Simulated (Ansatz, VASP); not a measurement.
## Sb: VASP beside Ansatz

```
Sb
1.0
     0.00000    3.44216    3.44216
     3.44216    0.00000    3.44216
     3.44216    3.44216    0.00000
Sb
2
Direct
  0.12500 0.12500 0.12500
  0.87500 0.87500 0.87500
```

Alike in both runs: task single point; functional RPBE; k mesh 9 × 9 × 9; occupations fermi-dirac, width 0.1 eV; no spin polarisation.

```csv
,VASP,Ansatz
version,VASP 6.6.1,Ansatz 0.2.0
potentials or method,"VASP PAW PBE potentials, release 64 (Sb), cutoff 520 eV","plane waves (420 eV) with PAW, scalar-relativistic"
valence electrons in the cell,10,30
```

```tsv
	VASP	Ansatz	Ansatz less VASP
pressure (GPa)	2.7	2.7	0.00
```

VASP's potentials were made for PBE, not for RPBE. VASP's potentials hold 10 valence electrons a cell and Ansatz's 30, so a difference there can come from the potentials and not from the codes.

Neither program's run includes spin-orbit coupling.
